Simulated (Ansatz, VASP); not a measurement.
One calculation of HfB2, two programs

INCAR

```
  ALGO = Normal
  EDIFF = 1E-8
  ENCUT = 520
  GGA = PS
  ISIF = 2
  ISMEAR = -1
  LASPH = True
  LCHARG = False
  LEFG = True
  LREAL = False
  LWAVE = False
  NBANDS = 15
  NELM = 100
  PREC = Accurate
  SIGMA = 0.03
```

File KPOINTS:

```
k-points
0
Gamma
  15 15 12
```

The input POSCAR:

```
HfB2
1.0
    3.1400001005     -0.0314000010     -0.0314000010
   -1.5971932488      2.7350198554     -0.0114931980
   -0.0348000000     -0.0348000000      3.4800000000
Hf B
1 2
Direct
    0.0000000000      0.0000000000      0.0000000000
    0.3333333333      0.6666666667      0.5000000000
    0.6666666667      0.3333333333      0.5000000000
```

Input for Ansatz:

```yaml
crystal:
  lattice:
    - [3.1400001005, -0.031400001, -0.031400001]
    - [-1.5971932488, 2.7350198554, -0.011493198]
    - [-0.0348, -0.0348, 3.48]
  atoms:
    - { symbol: Hf, position: [0.0, 0.0, 0.0] }
    - { symbol: B, position: [0.3333333333, 0.6666666667, 0.5] }
    - { symbol: B, position: [0.6666666667, 0.3333333333, 0.5] }
kpoints:
  mp_grid: { grid: [15, 15, 12] }
scf:
  occupations: { method: fermi_dirac, width: 0.03 }
hamiltonian:
  xc: pbesol
  pseudopotentials: { kind: all_electron, datasets: crystal }
output:
  forces: true
  stress: true
  eigenvalues: true
  efg: { contact_densities: true }
```

Change from the starting cell: equal xy, yz and zx shear strains of -2 %, crystal datasets.

Alike in both runs: task electric field gradients; functional PBEsol; k mesh 15 × 15 × 12; occupations fermi-dirac, width 0.03 eV; no spin polarisation.

```csv
,VASP,Ansatz
version,VASP 6.6.1,Ansatz 0.2.0
potentials or method,"VASP PAW PBE potentials, release 64 (Hf_pv, B), cutoff 520 eV","all-electron PAW with datasets made for the crystal, scalar-relativistic"
```

Ansatz gave:

* pressure (GPa): -3.9
* traceless stress, the component that is largest in VASP (GPa): 5.48
* rms of the force components (eV/Å): 0.011
* size of Vzz on the site where it differs most (V/Å²): 135.5

Estimate VASP's values.

pressure (GPa): -4.1; traceless stress, the component that is largest in VASP (GPa): 5.52; rms of the force components (eV/Å): 0.011; size of Vzz on the site where it differs most (V/Å²): 101.4.

VASP's potentials were made for PBE, not for PBEsol. Atom by atom the forces differ by 0.000 eV/Å (rms over components). Ansatz ran all-electron here, and VASP with PAW potentials.

Neither program's run includes spin-orbit coupling.
